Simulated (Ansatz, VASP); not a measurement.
## One calculation of ZnO, two programs

INCAR

```
SYSTEM = ZnO
ALGO = Normal
EDIFF = 1E-6
EDIFFG = -0.01
ENCUT = 600
GGA = PS
IBRION = 2
ISIF = 3
ISMEAR = -1
LASPH = .TRUE.
LCHARG = .FALSE.
LREAL = .FALSE.
LWAVE = .FALSE.
NELM = 80
NSW = 60
PREC = Accurate
SIGMA = 0.05
```

File KPOINTS:

```
k-points
0
G
  10 10 9
  0 0 0
```

The input POSCAR:

```
ZnO
1.0
    1.4332300000     -3.5270800000      0.0000000000
    1.4332300000      3.5270800000      0.0000000000
    0.0000000000      0.0000000000      2.8384900000
Zn O
1 1
Direct
    0.0000000000      0.0000000000      0.0000000000
    0.5000000000      0.5000000000      0.5000000000
```

Contents of input.yaml:

```yaml
crystal:
  lattice:
    - [1.43323, -3.52708, 0.0]
    - [1.43323, 3.52708, 0.0]
    - [0.0, 0.0, 2.83849]
  atoms:
    - { symbol: Zn, position: [0.0, 0.0, 0.0] }
    - { symbol: O, position: [0.5, 0.5, 0.5] }
hamiltonian:
  xc: pbesol
  pseudopotentials: { kind: paw }
kpoints:
  mp_grid: { grid: [10, 10, 9] }
scf:
  occupations: { method: fermi_dirac, width: 0.05 }
output:
  forces: true
  stress: true
  eigenvalues: true
  write_density: true
  write_potential: true
  elf: true
  volumetric_format: npy
relax:
  f_tol: 0.01
  max_steps: 40
  cell: { stress_tol: 0.05 }
```

Alike in both runs: task relaxation of cell and atoms; functional PBEsol; k mesh 10 × 10 × 9; occupations fermi-dirac, width 0.05 eV; no spin polarisation.

|  | VASP | Ansatz |
| --- | --- | --- |
| version | VASP 6.6.1 | Ansatz 0.2.0 |
| potentials or method | VASP PAW PBE potentials, release 64 (Zn, O) | Ansatz PAW |
| plane-wave cutoff (eV) | 600 | 420 |
| valence electrons in the cell | 18 | 18 |

|  | VASP | Ansatz | Ansatz less VASP |
| --- | --- | --- | --- |
| gap on the k mesh at the Fermi level, each at its own relaxed structure (eV) | none | none | - |
| relaxed volume (Å³/atom) | 11.93 | 12.04 | +0.116 |
| relaxed length of the cell vector where the two differ most in proportion (Å) | 3.303 | 3.343 | +0.0393 |

VASP's potentials were made for PBE, not for PBEsol. A gap of «none» marks a metal or a gap that the smearing closes.

Noted on VASP's run: the volume moved by over 15 % at a fixed basis, so the end points are rough. Noted on Ansatz's run: the volume moved by over 15 % at a fixed basis, so the end points are rough; the plane-wave basis is chosen anew once the cell has moved, so the energies of steps on either side of that aren't comparable.
